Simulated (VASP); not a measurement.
Set up this calculation in VASP 6.6.1, as the native input.

```
Task                   : single point
Functional             : PBE
Potentials or basis    : VASP PAW PBE potentials, release 64 (Sc_sv, H)
Cutoff                 : 520 eV
k mesh                 : 6 × 6 × 6
Occupations            : gaussian, width 0.1 eV
Spin                   : no spin polarisation
Dipole correction      : no
Further INCAR settings : ALGO = Normal; EDIFF = 1e-07; NBANDS = 17
```

The structure of ScH5 lies in POSCAR:

```
ScH5
1.0
    3.6277928818      0.0000000000      0.0000000000
    0.0000000000      3.6277928818      0.0000000000
    0.0000000000      0.0000000000      3.6277928818
Sc H
1 5
Direct
    0.5000000000      0.5000000000      0.5000000000
    0.1988491062      0.1988491062      0.1988491062
    0.8011508938      0.8011508938      0.1988491062
    0.8011508938      0.1988491062      0.8011508938
    0.1988491062      0.8011508938      0.8011508938
    0.0000000000      0.0000000000      0.0000000000
```

These files were run (other wordings do the same):

INCAR

```
  ALGO = Normal
  EDIFF = 1E-7
  ENCUT = 520
  GGA = PE
  ISIF = 2
  ISMEAR = 0
  LASPH = T
  LCHARG = T
  LELF = T
  LREAL = F
  LVHAR = T
  LWAVE = F
  NBANDS = 17
  NELM = 60
  PREC = Accurate
  SIGMA = 0.1
```

KPOINTS

```
k-points
0
Gamma
  6 6 6
```

Potentials or basis: VASP PAW PBE potentials, release 64 (Sc_sv, H).

Run with:

```console
$ cat potpaw_PBE.64/Sc_sv/POTCAR potpaw_PBE.64/H/POTCAR > POTCAR
$ mpirun -np 1 vasp_std > vasp.out
```

Results of the run:

The pressure is 0.0 GPa, the largest force is 0.047 eV/Å and the band gap on the k mesh is 1.15 eV, direct.

Wall time 32 s on 1 thread of Intel Xeon 6975P-C, with other jobs on the host, peak memory 0.16 GiB.
